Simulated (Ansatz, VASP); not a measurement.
Two plane-wave programs on Al

File INCAR:

```
  PREC = Accurate
  ENCUT = 520
  EDIFF = 1E-6
  ISMEAR = 0
  SIGMA = 0.15
  LREAL = False
  LASPH = True
  NELM = 60
  ALGO = Fast
  ISIF = 2
  LWAVE = False
  LCHARG = False
  GGA = PE
  NBANDS = 14
```

KPOINTS

```
regular mesh
0
Gamma
  16 16 5
```

Contents of POSCAR:

```
Al
1.0
   -1.6174623135      1.6174623135     -1.6174623135
   -1.6174623135     -1.6174623135      1.6174623135
   -0.4852386940      6.3081030228      6.6315954855
Al
4
Direct
   -0.0875000000     -0.1750000000      0.8750000000
    0.4875000000      0.4750000000      0.1250000000
   -0.0375000000     -0.0750000000      0.3750000000
    0.4375000000      0.3750000000      0.6250000000
```

Input for Ansatz:

```yaml
crystal:
  lattice:
    - [-1.6174623135, 1.6174623135, -1.6174623135]
    - [-1.6174623135, -1.6174623135, 1.6174623135]
    - [-0.485238694, 6.3081030228, 6.6315954855]
  atoms:
    - { symbol: Al, position: [-0.0875, -0.175, 0.875] }
    - { symbol: Al, position: [0.4875, 0.475, 0.125] }
    - { symbol: Al, position: [-0.0375, -0.075, 0.375] }
    - { symbol: Al, position: [0.4375, 0.375, 0.625] }
basis:
  ecutwfc: 420
kpoints:
  mp_grid: { grid: [16, 16, 5] }
hamiltonian:
  xc: pbe
  pseudopotentials: { kind: paw, azcp: { folder: soft_1 } }
scf:
  occupations: { method: gaussian, width: 0.15 }
output:
  forces: true
  stress: true
  eigenvalues: true
```

Alike in both runs: task single point; functional PBE; k mesh 16 × 16 × 5; occupations gaussian, width 0.15 eV; no spin polarisation.

|  | VASP | Ansatz |
| --- | --- | --- |
| version | VASP 6.6.1 | Ansatz 0.2.0 |
| potentials or method | VASP PAW PBE potentials, release 64 (Al), cutoff 520 eV | scalar-relativistic, plane waves, PAW |
| valence electrons in the cell | 12 | 12 |

```csv
,VASP,Ansatz,Ansatz less VASP
gap on the k mesh at the Fermi level (eV),none,none,-
pressure (GPa),0.8,0.8,0.00
"traceless stress, the component that is largest in VASP (GPa)",1.26,1.26,+0.001
rms of the force components (eV/Å),0.244,0.244,0.0000
```

Atom by atom the forces differ by 0.000 eV/Å (rms over components). A gap of «none» marks a metal or a gap that the smearing closes. The functional is the same, so the differences come from potentials, cutoffs and numerics.
